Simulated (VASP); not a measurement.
# CdInS2 (P-3m1) in VASP: further runs, part 2 of 3

VASP 6.6.1. Earlier steps stand in the parts before.

## Step 3: Single point, PBE

This run uses another cell than the first one, of the same volume but with other edges.

The input, INCAR:

```
SYSTEM = CdInS2
PREC = Accurate ; ENCUT = 520
EDIFF = 1E-6 ; ISMEAR = 0
SIGMA = 0.15 ; LREAL = .FALSE.
LASPH = .TRUE. ; NELM = 100
ALGO = Normal ; ISIF = 2
LWAVE = .FALSE. ; LCHARG = .FALSE.
GGA = PE ; NBANDS = 26
```

The input, KPOINTS:

```
Automatic mesh
0
G
  12 12 6
  0 0 0
```

The input, POSCAR:

```
CdInS2
1.0
    3.6426205061      0.0000000000      0.0000000000
   -1.8213102530      3.1546018947      0.0000000000
    0.0000000000      0.0000000000      7.6913931987
Cd In S
1 1 2
Direct
    0.0000000000      0.0000000000      0.0000000000
    0.0000000000      0.0000000000      0.5000000000
    0.6666666667      0.3333333333      0.7700708788
    0.3333333333      0.6666666667      0.2299291212
```

Potentials or basis: VASP PAW PBE potentials, release 64 (Cd, In_d, S).

Run with:

```sh
> cat potpaw_PBE.64/Cd/POTCAR potpaw_PBE.64/In_d/POTCAR potpaw_PBE.64/S/POTCAR > POTCAR
> mpirun -np 1 vasp_std > vasp.out
```

OUTCAR:

```text
SYSTEM = CdInS2
   PREC = Accurate
   ENCUT = 520
   EDIFF = 1E-6
   ISMEAR = 0
   LREAL = .FALSE.
   LASPH = .TRUE.
   NELM = 100
   ISIF = 2
   GGA = PE

 ion  position               nearest neighbor table
   1  0.000  0.000  0.000-   3 2.75   4 2.75   3 2.75   4 2.75   3 2.75   4 2.75   2 3.85   2 3.85

   2  0.000  0.000  0.500-   3 2.96   4 2.96   3 2.96   4 2.96   3 2.96   4 2.96   1 3.85   1 3.85

   3  0.667  0.333  0.770-   1 2.75   1 2.75   1 2.75   2 2.96   2 2.96   2 2.96
   4  0.333  0.667  0.230-   1 2.75   1 2.75   1 2.75   2 2.96   2 2.96   2 2.96

  LATTYP: Found a hexagonal cell.
 ALAT       =     3.6426205061
 C/A-ratio  =     2.1115000000

  Lattice vectors:

 A1 = (   3.6426205061,   0.0000000000,   0.0000000000)
 A2 = (  -1.8213102530,   3.1546018947,   0.0000000000)
 A3 = (   0.0000000000,   0.0000000000,   7.6913931987)

Analysis of symmetry for initial positions (statically):
=====================================================================
 Subroutine PRICEL returns:
 Original cell was already a primitive cell.

 Routine SETGRP: Setting up the symmetry group for a
 hexagonal supercell.

 Subroutine GETGRP returns: Found 12 space group operations
 (whereof 12 operations were pure point group operations)
 out of a pool of 24 trial point group operations.

The static configuration has the point symmetry D_3d.

Analysis of symmetry for dynamics (positions and initial velocities):
=====================================================================
 Subroutine PRICEL returns:
 Original cell was already a primitive cell.

 Routine SETGRP: Setting up the symmetry group for a
 hexagonal supercell.

 Subroutine GETGRP returns: Found 12 space group operations
 (whereof 12 operations were pure point group operations)
 out of a pool of 24 trial point group operations.

The dynamic configuration has the point symmetry D_3d.

 Subroutine INISYM returns: Found 12 space group operations
 (whereof 12 operations are pure point group operations),
 and found     1 'primitive' translations

----------------------------------------------------------------------------------------

                                     Primitive cell

  volume of cell :      88.3819

  direct lattice vectors                    reciprocal lattice vectors
     3.642620506  0.000000000  0.000000000     0.274527637  0.158498605  0.000000000
    -1.821310253  3.154601895  0.000000000     0.000000000  0.316997210  0.000000000
     0.000000000  0.000000000  7.691393199     0.000000000  0.000000000  0.130015457

  length of vectors
     3.642620506  3.642620506  7.691393199     0.316997210  0.316997210  0.130015457

  position of ions in fractional coordinates (direct lattice)
     0.000000000  0.000000000  0.000000000
     0.000000000  0.000000000  0.500000000
     0.666666667  0.333333333  0.770070879
     0.333333333  0.666666667  0.229929121

  ion indices of the primitive-cell ions
   primitive index   ion index
                 1           1
                 2           2
                 3           3
                 4           4

----------------------------------------------------------------------------------------

 KPOINTS: Automatic mesh

Automatic generation of k-mesh.
 Grid dimensions read from file:
 generate k-points for:   12   12    6

 Generating k-lattice:

  Cartesian coordinates                     Fractional coordinates (reciprocal lattice)
     0.022877303  0.013208217  0.000000000     0.083333333  0.000000000  0.000000000
     0.000000000  0.026416434  0.000000000     0.000000000  0.083333333  0.000000000
     0.000000000  0.000000000  0.021669243     0.000000000  0.000000000  0.166666667

  Length of vectors
     0.026416434  0.026416434  0.021669243

  Shift w.r.t. Gamma in fractional coordinates (k-lattice)
     0.000000000  0.000000000  0.000000000

 Subroutine IBZKPT returns following result:
 ===========================================

 Found    100 irreducible k-points:

 Following reciprocal coordinates:
            Coordinates               Weight
  0.000000  0.000000  0.000000      1.000000
  0.083333  0.000000  0.000000      6.000000
  0.166667  0.000000  0.000000      6.000000
  0.250000  0.000000  0.000000      6.000000
  0.333333  0.000000  0.000000      6.000000
  0.416667  0.000000  0.000000      6.000000
[... 16 lines left out ...]
  0.166667  0.000000  0.166667      6.000000
  0.000000  0.166667  0.166667      6.000000
 [... further k-points ...]
   k-points           NKPTS =    100   k-points in BZ     NKDIM =    100   number of bands    NBANDS=     26
   number of dos      NEDOS =    301   number of ions     NIONS =      4
   total plane-waves  NPLWV =  47040
   dimension x,y,z NGX =    28 NGY =   28 NGZ =   60
   dimension x,y,z NGXF=    56 NGYF=   56 NGZF=  120
   ions per type =               1   1   2
   NGX,Y,Z   is equivalent  to a cutoff of  12.78, 12.78, 12.97 a.u.
   NGXF,Y,Z  is equivalent  to a cutoff of  25.56, 25.56, 25.94 a.u.
 SYSTEM =  CdInS2
   PREC   = accura    normal or accurate (medium, high low for compatibility)
   ISTART =      0    job   : 0-new  1-cont  2-samecut
   ICHARG =      2    charge: 1-file 2-atom 10-const
   ISPIN  =      1    spin polarized calculation?
   LNONCOLLINEAR =      F non collinear calculations
   LSORBIT =      F    spin-orbit coupling
   LASPH  =      T    aspherical Exc in radial PAW
   ENCUT  =  520.0 eV  38.22 Ry    6.18 a.u.   6.77  6.77 14.30*2*pi/ulx,y,z
   NELM   =    100;   NELMIN=  2; NELMDL= -5     # of ELM steps
   EDIFF  = 0.1E-05   stopping-criterion for ELM
   LREAL  =      F    real-space projection
   EDIFFG = 0.1E-04   stopping-criterion for IOM
   NSW    =      0    number of steps for IOM
   IBRION =     -1    ionic relax: 0-MD 1-quasi-New 2-CG
   NFREE  =      0    steps in history (QN), initial steepest desc. (CG)
   ISIF   =      2    stress and relaxation
   ISYM   =      2    0-nonsym 1-usesym 2-fastsym
   POTIM  = 0.5000    time-step for ionic-motion
   TEBEG  =    0.0;   TEEND  =   0.0 temperature during run
   PSTRESS=    0.0 pullay stress
   NELECT =      37.0000    total number of electrons
   NUPDOWN=      -1.0000    fix difference up-down
   EMIN   =  10.00;   EMAX   =-10.00  energy-range for DOS
   EFERMI =   0.00;   METHOD = LEGACY
   ISMEAR =     0;   SIGMA  =   0.15  broadening in eV -4-tet -1-fermi 0-gaus
   EFERMI_NEDOS =   21; number of points for ismear=-14 and -15
   IALGO  =     38    algorithm
   IMIX   =      4    mixing-type and parameters
     AMIX     =   0.40;   BMIX     =  1.00
     AMIX_MAG =   1.60;   BMIX_MAG =  1.00
  volume/ion in A,a.u.               =      22.10       149.11
  Fermi-wavevector in a.u.,A,eV,Ry     =   1.224675  2.314300 20.406415  1.499829
  Thomas-Fermi vector in A             =   2.359741
   LORBIT       =      0    0 simple, 1 ext, 2 COOP (PROOUT), +10 PAW based schemes
   GGA     = PE    functional components
   LHFCALC =     F    Hartree Fock is set to
   AEXX    =    0.0000 exact exchange contribution
   IVDW    =     0    specifies the selected vdW correction
   LEPSILON=     F    determine dielectric tensor
   LRPA    =     F    only Hartree local field effects (RPA)
 non-spin polarized calculation
 Gauss-broadening in eV      SIGMA  =   0.15
  energy-cutoff  :      520.00
  volume of cell :       88.38
 maximum number of plane-waves:      2396
   NGX = 13   NGY = 13   NGZ = 29

 number of electron      37.0000004 magnetization

 Free energy of the ion-electron system (eV)
  ---------------------------------------------------
  ext. energy  EPLUGINS =         0.00000000
  ---------------------------------------------------
  free energy    TOTEN  =       -12.46622784 eV

  energy without entropy =      -12.44741872  energy(sigma->0) =      -12.45682328

 E-fermi :   4.6370     XC(G=0): -10.1188

 val. band max:        4.6331503716   @ k =   0.2500   0.0833   0.1667
 cond. band min:       4.6436962292   @ k =   0.2500   0.2500   0.3333
 fundamental gap:      0.0105458576
 Fermi energy:         4.6370399350

 k-point     1 :       0.0000    0.0000    0.0000
  band No.  band energies     occupation
      1      -9.7192      2.00000
      2      -9.7192      2.00000
      3      -9.6631      2.00000
      4      -9.5615      2.00000
      5      -9.5615      2.00000
      6      -8.5374      2.00000
[... 685 lines left out ...]
     25      11.8685      0.00000
     26      12.8031      0.00000

 [... further k-points ...]

------------------------ aborting loop because EDIFF is reached ----------------------------------------

  FORCE on cell =-STRESS in cart. coord.  units (eV):
  Direction    XX          YY          ZZ          XY          YZ          ZX
  --------------------------------------------------------------------------------------
  -------------------------------------------------------------------------------------
  Total        2.9850938      2.9850938     -6.4762716      0.0000000      0.0000000     -0.0000000
  in kB       54.1134292     54.1134292   -117.4010923      0.0000000      0.0000000     -0.0000000
  external PRESSURE =      -3.0580780 kB  Pullay stress =       0.0000000 kB

 VOLUME and BASIS-vectors are now :
 -----------------------------------------------------------------------------
  energy-cutoff  :      520.00
  volume of cell :       88.38
      direct lattice vectors                 reciprocal lattice vectors
     3.642620506  0.000000000  0.000000000     0.274527637  0.158498605  0.000000000
    -1.821310253  3.154601895  0.000000000     0.000000000  0.316997210  0.000000000
     0.000000000  0.000000000  7.691393199     0.000000000  0.000000000  0.130015457

 POSITION                                       TOTAL-FORCE (eV/Angst)
 -----------------------------------------------------------------------------------
      0.00000      0.00000      0.00000        -0.000000      0.000000      0.000000
      0.00000      0.00000      3.84570        -0.000000      0.000000      0.000000
      1.82131      1.05153      5.92292        -0.000000      0.000000     -0.395153
     -0.00000      2.10307      1.76848         0.000000      0.000000      0.395153
 -----------------------------------------------------------------------------------
    total drift:                               -0.000000      0.000000      0.000000

  FREE ENERGIE OF THE ION-ELECTRON SYSTEM (eV)
  ---------------------------------------------------
  free  energy   TOTEN  =       -12.4662278429 eV

  energy  without entropy=      -12.4474187230  energy(sigma->0) =      -12.45682328
```

OSZICAR:

```text
N       E                     dE             d eps       ncg     rms          rms(c)
DAV:   1     0.318129801510E+03    0.31813E+03   -0.17659E+04  5216   0.155E+03
DAV:   2     0.168478541526E+02   -0.30128E+03   -0.28934E+03  5388   0.393E+02
DAV:   3    -0.124215402092E+02   -0.29269E+02   -0.28572E+02  6396   0.121E+02
DAV:   4    -0.134941676125E+02   -0.10726E+01   -0.10660E+01  6140   0.226E+01
DAV:   5    -0.135270801281E+02   -0.32913E-01   -0.32900E-01  7338   0.421E+00    0.904E+00
DAV:   6    -0.124981188422E+02    0.10290E+01   -0.18447E+00  8232   0.203E+01    0.744E+00
DAV:   7    -0.124717243189E+02    0.26395E-01   -0.58919E-01  6500   0.427E+00    0.330E+00
DAV:   8    -0.124674436089E+02    0.42807E-02   -0.57768E-02  6534   0.242E+00    0.476E-01
DAV:   9    -0.124662859702E+02    0.11576E-02   -0.10925E-02  6876   0.119E+00    0.213E-01
DAV:  10    -0.124661926275E+02    0.93343E-04   -0.94736E-04  6440   0.288E-01    0.125E-01
DAV:  11    -0.124662321156E+02   -0.39488E-04   -0.40887E-04  6058   0.152E-01    0.429E-02
DAV:  12    -0.124662291774E+02    0.29381E-05   -0.36719E-05  6012   0.418E-02    0.280E-02
DAV:  13    -0.124662281392E+02    0.10382E-05   -0.36514E-06  5796   0.997E-03    0.168E-02
DAV:  14    -0.124662278429E+02    0.29625E-06   -0.10038E-06  3012   0.758E-03
   1 F= -.12466228E+02 E0= -.12456823E+02  d E =-.188091E-01
```

stdout:

```text
POSCAR found type information on POSCAR CdInS
 POSCAR found :  3 types and       4 ions
 scaLAPACK will be used
 LDA part: xc-table for (Slater+PW92), standard interpolation
 POSCAR, INCAR and KPOINTS ok, starting setup
 FFT: planning ... GRIDC
 FFT: planning ... GRID_SOFT
 FFT: planning ... GRID
 WAVECAR not read
 entering main loop
```

It took 89 s on 1 thread of Intel Xeon 6975P-C (Granite Rapids), shared host; peak memory 0.37 GiB.

What came out:

| Item | Value |
| --- | --- |
| Free energy | -12.4662 eV |
| Pressure | -0.3 GPa |
| Largest force | 0.395 eV/Å |
| Band gap on the k mesh | zero (an odd number of electrons rules out a gap without spin polarisation) |

Forces in eV/Å, atoms in the order of the input:
```
Cd   0.000  0.000  0.000
In   0.000  0.000  0.000
S    0.000  0.000 -0.395
S    0.000  0.000  0.395
```

Stress tensor (GPa, compression positive):
```
  5.41   0.00   0.00
  0.00   5.41   0.00
  0.00   0.00 -11.74
```

Caveat: the stress differs along the axes, from -12 to 5 GPa; spin-orbit coupling is left out, which moves the levels of the heavy elements; an odd number of electrons without spin polarisation forces a metal; a magnetic or distorted state may lie lower.

## Step 4: Single point, PBE

This run uses another cell than the first one, of the same volume but with other edges.

The input, INCAR:

```
  ALGO = Normal
  EDIFF = 1E-6
  ENCUT = 520
  GGA = PE
  ISIF = 2
  ISMEAR = 0
  LASPH = True
  LCHARG = False
  LREAL = False
  LWAVE = False
  NBANDS = 26
  NELM = 60
  PREC = Accurate
  SIGMA = 0.15
```

The input, KPOINTS:

```
k-points
0
Gamma
  12 12 6
```

The input, POSCAR:

```
CdInS2
1.0
    3.8084606644      0.0000000000      0.0000000000
   -1.9042303322      3.2982236847      0.0000000000
    0.0000000000      0.0000000000      7.0361310776
Cd In S
1 1 2
Direct
    0.0000000000      0.0000000000      0.0000000000
    0.0000000000      0.0000000000      0.5000000000
    0.6666666667      0.3333333333      0.7823009908
    0.3333333333      0.6666666667      0.2176990092
```

Run with:

```sh
> cat potpaw_PBE.64/Cd/POTCAR potpaw_PBE.64/In_d/POTCAR potpaw_PBE.64/S/POTCAR > POTCAR
> mpirun -np 1 vasp_std > vasp.out
```

It took 88 s on 1 thread of Intel Xeon 6975P-C (Granite Rapids), shared host; peak memory 0.35 GiB.

It converged, with:

```yaml
Free_energy: -12.8928 eV
Pressure: 1.2 GPa
Largest_force: 0.896 eV/Å
Band_gap_on_the_k_mesh: zero (an odd number of electrons rules out a gap without spin polarisation)
```

Forces in eV/Å, atoms in the order of the input:
```
Cd   0.000  0.000  0.000
In   0.000  0.000  0.000
S    0.000  0.000 -0.896
S    0.000  0.000  0.896
```

Stress tensor (GPa, compression positive):
```
 2.91  0.00  0.00
 0.00  2.91  0.00
 0.00  0.00 -2.20
```

Levels at points of the mesh, in eV from the Fermi level:
| k point | band 15 | band 16 | band 17 | band 18 | band 19 | band 20 | band 21 | band 22 | band 23 | band 24 |
| --- | --- | --- | --- | --- | --- | --- | --- | --- | --- | --- |
| (0.00, 0.00, 0.00) | -1.61 | -1.32 | -1.32 | -0.74 | -0.74 | 2.84 | 4.76 | 5.79 | 5.79 | 7.46 |
| (0.50, 0.00, 0.00) | -3.92 | -3.20 | -2.57 | -0.94 | 0.17 | 2.03 | 2.80 | 3.89 | 4.27 | 6.58 |
| (0.00, 0.00, 0.50) | -1.21 | -1.21 | -0.83 | -0.83 | 0.88 | 1.93 | 4.34 | 5.86 | 5.86 | 6.57 |
| (0.50, 0.00, 0.50) | -2.66 | -2.34 | -2.25 | -1.44 | -0.99 | 0.81 | 4.22 | 4.70 | 4.88 | 5.35 |

Caveat: the stress differs along the axes, from -2 to 3 GPa; spin-orbit coupling is left out, which moves the levels of the heavy elements; an odd number of electrons without spin polarisation forces a metal; a magnetic or distorted state may lie lower.

(Continued in part 3 of 3.)

The gap in the log of VASP goes by the Fermi energy; the results here count the filled bands.